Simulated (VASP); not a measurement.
Write the native input for VASP 6.6.1 that does the following.

| Item | Value |
| --- | --- |
| Task | single point |
| Functional | PBEsol |
| Potentials or basis | VASP PAW PBE potentials, release 64 (Zn, S) |
| Cutoff | 520 eV |
| k mesh | 12 × 12 × 4 |
| Occupations | gaussian, width 0.05 eV |
| Spin | no spin polarisation |
| Dipole correction | no |
| Further INCAR settings | ALGO = Normal; EDIFF = 1e-06; NBANDS = 46 |

The structure of ZnS lies in POSCAR:

```
ZnS
1.0
    3.7846846186      0.0000000000      0.0000000000
   -1.8923423093      3.2776330250      0.0000000000
    0.0000000000      0.0000000000     12.3926922670
Zn S
4 4
Direct
    0.0000000000      0.0000000000      0.0304020848
    0.0000000000      0.0000000000      0.5304020848
    0.3333333333      0.6666666667      0.2803275407
    0.6666666667      0.3333333333      0.7803275407
    0.0000000000      0.0000000000      0.1872166306
    0.0000000000      0.0000000000      0.6872166306
    0.3333333333      0.6666666667      0.4375732810
    0.6666666667      0.3333333333      0.9375732810
```

This cell differs from its parent crystal: all Zn atoms moved +0.375 Å, as atom 1 along Cartesian [0 0 1].

These files were run (other wordings do the same):

INCAR

```
SYSTEM = ZnS
ALGO     = Normal         ! electronic algorithm
EDIFF    = 1E-6           ! SCF threshold, eV
ENCUT    = 520            ! plane-wave cutoff, eV
GGA      = PS             ! functional
ISIF     = 2              ! what is computed and relaxed
ISMEAR   = 0              ! smearing method
LASPH    = .True.         ! aspherical terms in the spheres
LCHARG   = .False.        ! write CHGCAR
LREAL    = .False.        ! projectors in reciprocal space
LWAVE    = .False.        ! write WAVECAR
NBANDS   = 46             ! bands
NELM     = 60             ! most SCF steps
PREC     = Accurate       ! precision mode
SIGMA    = 0.05           ! smearing width, eV
```

KPOINTS

```
k-points
0
Gamma
  12 12 4
  0 0 0
```

Potentials or basis: VASP PAW PBE potentials, release 64 (Zn, S).

Launch:

```console
$ cat potpaw_PBE.64/Zn/POTCAR potpaw_PBE.64/S/POTCAR > POTCAR
$ mpirun -np 1 vasp_std > vasp.out
```

It gave:

| Property | Result |
| --- | --- |
| Pressure | 8.7 GPa |
| Largest force | 5.600 eV/Å |
| Band gap on the k mesh | 2.00 eV |

Caveat: the cell differs from its parent crystal (all Zn atoms moved +0.375 Å, as atom 1 along Cartesian [0 0 1]); the stress differs along the axes, from -4 to 34 GPa; the PAW data sets were made with another functional, which shifts forces and pressure a little.

It took 4.4 min on 1 thread of Intel(R) Xeon(R) Platinum 8488C (Sapphire Rapids) (shared host), peak memory 0.44 GiB.
